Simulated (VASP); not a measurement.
# LiF (I4/mmm) in VASP: a series of runs

Runs on LiF. Level: PBE. Tasks: single point.

Everything below comes from runs of VASP 6.6.1. Logs are shortened: lines on timing, memory, paths and dates and some standing lists are left out, and cuts for length are marked.

## (1) The cell of the first run

The structure is tetragonal, space group I4/mmm (No. 139). Conventional cell: a = 2.763 Å, b = 2.763 Å, c = 4.028 Å, α = 90.00°, β = 90.00°, γ = 90.00°. Within 2.6 Å of Li (site symmetry 4/mmm) lie 6 F at 1.95 to 2.01 Å. Within 2.6 Å of F (site symmetry 4/mmm) lie 6 Li at 1.95 to 2.01 Å.

## (2) Single point, PBE (equal xx and yy strain of -3 %)

File INCAR:

```
ALGO = Normal
EDIFF = 1E-6
ENCUT = 520
GGA = PE
ISIF = 2
ISMEAR = -1
LASPH = T
LCHARG = F
LREAL = F
LWAVE = F
NBANDS = 12
NELM = 80
PREC = Accurate
SIGMA = 0.03
```

File KPOINTS:

```
k-points
0
Gamma
  10 10 10
```

File POSCAR:

```
LiF
1.0
    0.0000000000      1.9535800000      2.0140000000
    1.9535800000      0.0000000000      2.0140000000
    1.9535800000      1.9535800000      0.0000000000
Li F
1 1
Direct
    0.0000000000      0.0000000000      0.0000000000
    0.5000000000      0.5000000000      0.5000000000
```

Potentials or basis: VASP PAW PBE potentials, release 64 (Li_sv, F).

Run with:

```sh
> cat potpaw_PBE.64/Li_sv/POTCAR potpaw_PBE.64/F/POTCAR > POTCAR
> mpirun -np 1 vasp_std > vasp.out
```

OUTCAR:

```text
EDIFF = 1E-6
   ENCUT = 520
   GGA = PE
   ISIF = 2
   ISMEAR = -1
   LASPH = T
   LREAL = F
   NELM = 80
   PREC = Accurate

 ion  position               nearest neighbor table
   1  0.000  0.000  0.000-   2 1.95   2 1.95   2 1.95   2 1.95   2 2.01   2 2.01
   2  0.500  0.500  0.500-   1 1.95   1 1.95   1 1.95   1 1.95   1 2.01   1 2.01

  LATTYP: Found a body centered tetragonal cell.
 ALAT       =     2.7627793312
 C/A-ratio  =     1.4579521262

  Lattice vectors:

 A1 = (  -1.9535800000,   0.0000000000,   2.0140000000)
 A2 = (   1.9535800000,   0.0000000000,   2.0140000000)
 A3 = (   0.0000000000,   1.9535800000,  -2.0140000000)

Analysis of symmetry for initial positions (statically):
=====================================================================
 Subroutine PRICEL returns:
 Original cell was already a primitive cell.

 Routine SETGRP: Setting up the symmetry group for a
 body centered tetragonal supercell.

 Subroutine GETGRP returns: Found 16 space group operations
 (whereof 16 operations were pure point group operations)
 out of a pool of 16 trial point group operations.

The static configuration has the point symmetry D_4h.

Analysis of symmetry for dynamics (positions and initial velocities):
=====================================================================
 Subroutine PRICEL returns:
 Original cell was already a primitive cell.

 Routine SETGRP: Setting up the symmetry group for a
 body centered tetragonal supercell.

 Subroutine GETGRP returns: Found 16 space group operations
 (whereof 16 operations were pure point group operations)
 out of a pool of 16 trial point group operations.

The dynamic configuration has the point symmetry D_4h.

 Subroutine INISYM returns: Found 16 space group operations
 (whereof 16 operations are pure point group operations),
 and found     1 'primitive' translations

----------------------------------------------------------------------------------------

                                     Primitive cell

  volume of cell :      15.3728

  direct lattice vectors                    reciprocal lattice vectors
     0.000000000  1.953580000  2.014000000    -0.255940376  0.255940376  0.248262165
     1.953580000  0.000000000  2.014000000     0.255940376 -0.255940376  0.248262165
     1.953580000  1.953580000  0.000000000     0.255940376  0.255940376 -0.248262165

  length of vectors
     2.805828009  2.805828009  2.762779331     0.438913493  0.438913493  0.438913493

  position of ions in fractional coordinates (direct lattice)
     0.000000000  0.000000000  0.000000000
     0.500000000  0.500000000  0.500000000

  ion indices of the primitive-cell ions
   primitive index   ion index
                 1           1
                 2           2

----------------------------------------------------------------------------------------

 KPOINTS: k-points

Automatic generation of k-mesh.
 Grid dimensions read from file:
 generate k-points for:   10   10   10

 Generating k-lattice:

  Cartesian coordinates                     Fractional coordinates (reciprocal lattice)
    -0.025594038  0.025594038  0.024826216     0.100000000 -0.000000000  0.000000000
     0.025594038 -0.025594038  0.024826216    -0.000000000  0.100000000  0.000000000
     0.025594038  0.025594038 -0.024826216     0.000000000  0.000000000  0.100000000

  Length of vectors
     0.043891349  0.043891349  0.043891349

  Shift w.r.t. Gamma in fractional coordinates (k-lattice)
     0.000000000  0.000000000  0.000000000

 Subroutine IBZKPT returns following result:
 ===========================================

 Found    102 irreducible k-points:

 Following reciprocal coordinates:
            Coordinates               Weight
  0.000000  0.000000  0.000000      1.000000
  0.100000 -0.000000  0.000000      8.000000
  0.200000 -0.000000  0.000000      8.000000
  0.300000 -0.000000  0.000000      8.000000
  0.400000 -0.000000  0.000000      8.000000
  0.500000  0.000000  0.000000      4.000000
[... 16 lines left out ...]
  0.300000  0.300000  0.000000      2.000000
  0.400000  0.300000  0.000000      8.000000
 [... further k-points ...]
   k-points           NKPTS =    102   k-points in BZ     NKDIM =    102   number of bands    NBANDS=     12
   number of dos      NEDOS =    301   number of ions     NIONS =      2
   total plane-waves  NPLWV =  13824
   dimension x,y,z NGX =    24 NGY =   24 NGZ =   24
   dimension x,y,z NGXF=    48 NGYF=   48 NGZF=   48
   ions per type =               1   1
   NGX,Y,Z   is equivalent  to a cutoff of  14.22, 14.22, 14.44 a.u.
   NGXF,Y,Z  is equivalent  to a cutoff of  28.44, 28.44, 28.88 a.u.
 SYSTEM =  unknown system
   PREC   = accura    normal or accurate (medium, high low for compatibility)
   ISTART =      0    job   : 0-new  1-cont  2-samecut
   ICHARG =      2    charge: 1-file 2-atom 10-const
   ISPIN  =      1    spin polarized calculation?
   LNONCOLLINEAR =      F non collinear calculations
   LSORBIT =      F    spin-orbit coupling
   LASPH  =      T    aspherical Exc in radial PAW
   ENCUT  =  520.0 eV  38.22 Ry    6.18 a.u.   5.22  5.22  5.14*2*pi/ulx,y,z
   NELM   =     80;   NELMIN=  2; NELMDL= -5     # of ELM steps
   EDIFF  = 0.1E-05   stopping-criterion for ELM
   LREAL  =      F    real-space projection
   EDIFFG = 0.1E-04   stopping-criterion for IOM
   NSW    =      0    number of steps for IOM
   IBRION =     -1    ionic relax: 0-MD 1-quasi-New 2-CG
   NFREE  =      0    steps in history (QN), initial steepest desc. (CG)
   ISIF   =      2    stress and relaxation
   ISYM   =      2    0-nonsym 1-usesym 2-fastsym
   POTIM  = 0.5000    time-step for ionic-motion
   TEBEG  =    0.0;   TEEND  =   0.0 temperature during run
   PSTRESS=    0.0 pullay stress
   NELECT =      10.0000    total number of electrons
   NUPDOWN=      -1.0000    fix difference up-down
   EMIN   =  10.00;   EMAX   =-10.00  energy-range for DOS
   EFERMI =   0.00;   METHOD = LEGACY
   ISMEAR =    -1;   SIGMA  =   0.03  broadening in eV -4-tet -1-fermi 0-gaus
   EFERMI_NEDOS =   21; number of points for ismear=-14 and -15
   IALGO  =     38    algorithm
   IMIX   =      4    mixing-type and parameters
     AMIX     =   0.40;   BMIX     =  1.00
     AMIX_MAG =   1.60;   BMIX_MAG =  1.00
  volume/ion in A,a.u.               =       7.69        51.87
  Fermi-wavevector in a.u.,A,eV,Ry     =   1.418483  2.680545 27.376211  2.012095
  Thomas-Fermi vector in A             =   2.539604
   LORBIT       =      0    0 simple, 1 ext, 2 COOP (PROOUT), +10 PAW based schemes
   GGA     = PE    functional components
   LHFCALC =     F    Hartree Fock is set to
   AEXX    =    0.0000 exact exchange contribution
   IVDW    =     0    specifies the selected vdW correction
   LEPSILON=     F    determine dielectric tensor
   LRPA    =     F    only Hartree local field effects (RPA)
 non-spin polarized calculation
  energy-cutoff  :      520.00
  volume of cell :       15.37
 maximum number of plane-waves:       424
 NGX is ok and might be reduce to    24
   NGX = 11   NGY = 11   NGZ = 11

 number of electron      10.0000001 magnetization

 Free energy of the ion-electron system (eV)
  ---------------------------------------------------
  ext. energy  EPLUGINS =         0.00000000
  ---------------------------------------------------
  free energy    TOTEN  =        -9.60609010 eV

  energy without entropy =       -9.60609010  energy(sigma->0) =       -9.60609010

 E-fermi :   0.2430     XC(G=0): -10.2814

 val. band max:       -0.5919871406   @ k =   0.0000   0.0000   0.0000
 cond. band min:       9.0118828771   @ k =   0.0000   0.0000   0.0000
 fundamental gap:      9.6038700177
 Fermi energy:         0.2429576656

 k-point     1 :       0.0000    0.0000    0.0000
  band No.  band energies     occupation
      1     -41.4272      2.00000
      2     -20.7835      2.00000
      3      -0.6603      2.00000
      4      -0.6603      2.00000
      5      -0.5920      2.00000
      6       9.0119      0.00000
      7      23.6584      0.00000
      8      24.1246      0.00000
      9      24.3986      0.00000
     10      24.3986      0.00000
     11      24.4091      0.00000
     12      24.4091      0.00000

 k-point     2 :       0.1000   -0.0000    0.0000
  band No.  band energies     occupation
      1     -41.4199      2.00000
      2     -20.7409      2.00000
      3      -0.9469      2.00000
      4      -0.6796      2.00000
      5      -0.6423      2.00000
      6       9.3018      0.00000
      7      21.2205      0.00000
      8      22.5260      0.00000
      9      23.0307      0.00000
     10      25.2962      0.00000
     11      25.5311      0.00000
     12      25.6532      0.00000

 k-point     3 :       0.2000   -0.0000    0.0000
  band No.  band energies     occupation
      1     -41.4008      2.00000
      2     -20.6264      2.00000
      3      -1.6811      2.00000
      4      -0.7290      2.00000
      5      -0.7240      2.00000
      6       9.9291      0.00000
      7      18.7151      0.00000
      8      20.9308      0.00000
      9      21.4949      0.00000
     10      26.5082      0.00000
     11      26.8808      0.00000
     12      26.8871      0.00000

 k-point     4 :       0.3000   -0.0000    0.0000
  band No.  band energies     occupation
      1     -41.3773      2.00000
      2     -20.4789      2.00000
      3      -2.5003      2.00000
      4      -0.8192      2.00000
      5      -0.7874      2.00000
      6      10.4059      0.00000
      7      17.2908      0.00000
      8      19.6152      0.00000
      9      20.1863      0.00000
     10      27.9829      0.00000
     11      28.6176      0.00000
     12      28.6808      0.00000

 k-point     5 :       0.4000   -0.0000    0.0000
  band No.  band energies     occupation
      1     -41.3583      2.00000
      2     -20.3537      2.00000
      3      -3.1139      2.00000
      4      -0.8936      2.00000
      5      -0.8328      2.00000
      6      10.4989      0.00000
      7      16.8624      0.00000
      8      18.7707      0.00000
      9      19.3347      0.00000
     10      29.6535      0.00000
     11      30.4428      0.00000
     12      30.6494      0.00000
[... 228 lines left out ...]
      1     -41.3520      2.00000
      2     -20.2820      2.00000
      3      -2.8026      2.00000
      4      -1.8751      2.00000
      5      -0.8629      2.00000
      6      11.8142      0.00000
      7      15.4453      0.00000
      8      19.4442      0.00000
      9      19.5460      0.00000
     10      29.1855      0.00000
     11      29.4790      0.00000
     12      29.9219      0.00000

 k-point    22 :      -0.2000    0.2000    0.0000
  band No.  band energies     occupation
      1     -41.3689      2.00000
      2     -20.4144      2.00000
      3      -2.3898      2.00000
      4      -1.5344      2.00000
      5      -0.7322      2.00000
      6      11.1981      0.00000
      7      16.1753      0.00000
      8      19.8314      0.00000
      9      20.1266      0.00000
     10      27.5253      0.00000
     11      27.7098      0.00000
     12      30.4937      0.00000

 k-point    23 :       0.3000    0.3000    0.0000
  band No.  band energies     occupation
      1     -41.3676      2.00000
      2     -20.3280      2.00000
      3      -2.7216      2.00000
      4      -1.3262      2.00000
      5      -1.3262      2.00000
      6      12.0632      0.00000
      7      17.8673      0.00000
      8      18.8967      0.00000
      9      20.8034      0.00000
     10      20.8034      0.00000
     11      34.9720      0.00000
     12      35.4572      0.00000

 k-point    24 :       0.4000    0.3000    0.0000
  band No.  band energies     occupation
      1     -41.3537      2.00000
      2     -20.2068      2.00000
      3      -3.1710      2.00000
      4      -1.5551      2.00000
      5      -1.4207      2.00000
      6      12.8322      0.00000
      7      16.7589      0.00000
      8      18.4549      0.00000
      9      20.5367      0.00000
     10      21.6117      0.00000
     11      34.4562      0.00000
     12      35.6477      0.00000

 [... further k-points ...]

------------------------ aborting loop because EDIFF is reached ----------------------------------------

  FORCE on cell =-STRESS in cart. coord.  units (eV):
  Direction    XX          YY          ZZ          XY          YZ          ZX
  --------------------------------------------------------------------------------------
  -------------------------------------------------------------------------------------
  Total        0.7817181      0.7817181      0.4641773      0.0000000      0.0000000      0.0000000
  in kB       81.4720989     81.4720989     48.3774136      0.0000000      0.0000000      0.0000000
  external PRESSURE =      70.4405371 kB  Pullay stress =       0.0000000 kB

 VOLUME and BASIS-vectors are now :
 -----------------------------------------------------------------------------
  energy-cutoff  :      520.00
  volume of cell :       15.37
      direct lattice vectors                 reciprocal lattice vectors
     0.000000000  1.953580000  2.014000000    -0.255940376  0.255940376  0.248262165
     1.953580000  0.000000000  2.014000000     0.255940376 -0.255940376  0.248262165
     1.953580000  1.953580000  0.000000000     0.255940376  0.255940376 -0.248262165

 POSITION                                       TOTAL-FORCE (eV/Angst)
 -----------------------------------------------------------------------------------
      0.00000      0.00000      0.00000        -0.000000      0.000000     -0.000000
      1.95358      1.95358      2.01400         0.000000     -0.000000      0.000000
 -----------------------------------------------------------------------------------
    total drift:                               -0.000000     -0.000000      0.000000

  FREE ENERGIE OF THE ION-ELECTRON SYSTEM (eV)
  ---------------------------------------------------
  free  energy   TOTEN  =        -9.6060900995 eV

  energy  without entropy=       -9.6060900995  energy(sigma->0) =       -9.60609010
```

Wall time 12 s (1 thread of Intel Xeon Platinum 8259CL at 2.50GHz (Skylake/Cascade Lake), shared host); peak memory 0.14 GiB.

Results:

```yaml
Free_energy: -9.6061 eV
Band_gap_on_the_k_mesh: 9.60 eV
```

Caveat: the cell differs from its parent crystal (equal xx and yy strain of -3 %); the cutoff is under 1.25 times the usual one of these potentials, so pressure, stress and relaxed cells hold a basis-set (Pulay) error. A k mesh can miss the band edges.

## (3) Single point, PBE (zz strain of -3 %)

Edit INCAR of step 2 so:

```diff
@@ -1,3 +1,3 @@
 ALGO = Normal
-EDIFF = 1E-6
+EDIFF = 1E-7
 ENCUT = 520
```

KPOINTS is that of step 2.

File POSCAR:

```
LiF
1.0
    0.0000000000      2.0140000000      1.9535800000
    2.0140000000      0.0000000000      1.9535800000
    2.0140000000      2.0140000000      0.0000000000
Li F
1 1
Direct
    0.0000000000      0.0000000000      0.0000000000
    0.5000000000      0.5000000000      0.5000000000
```

Potentials or basis: VASP PAW PBE potentials, release 64 (Li_sv, F).

Run with:

```sh
> cat potpaw_PBE.64/Li_sv/POTCAR potpaw_PBE.64/F/POTCAR > POTCAR
> mpirun -np 1 vasp_std > vasp.out
```

Wall time 14 s (1 thread of Intel Xeon Platinum 8259CL at 2.50GHz (Skylake/Cascade Lake), shared host); peak memory 0.14 GiB.

It converged, with:

```yaml
Free_energy: -9.6242 eV
Band_gap_on_the_k_mesh: 9.34 eV
```

Levels at points of the mesh, in eV from the valence-band top:
```csv
k point,band 3,band 4,band 5,band 6,band 7,band 8
"(0.00, 0.00, 0.00)",-0.08,0.00,0.00,9.34,24.11,24.11
"(0.50, 0.00, 0.00)",-2.63,-0.30,-0.23,10.91,17.08,18.84
"(0.50, 0.50, 0.00)",-3.14,-1.13,-1.13,15.47,16.32,17.85
"(0.50, 0.00, 0.50)",-3.17,-1.14,-0.94,14.89,16.74,17.79
```

Caveat: the cell differs from its parent crystal (zz strain of -3 %); the cutoff is under 1.25 times the usual one of these potentials, so pressure, stress and relaxed cells hold a basis-set (Pulay) error.
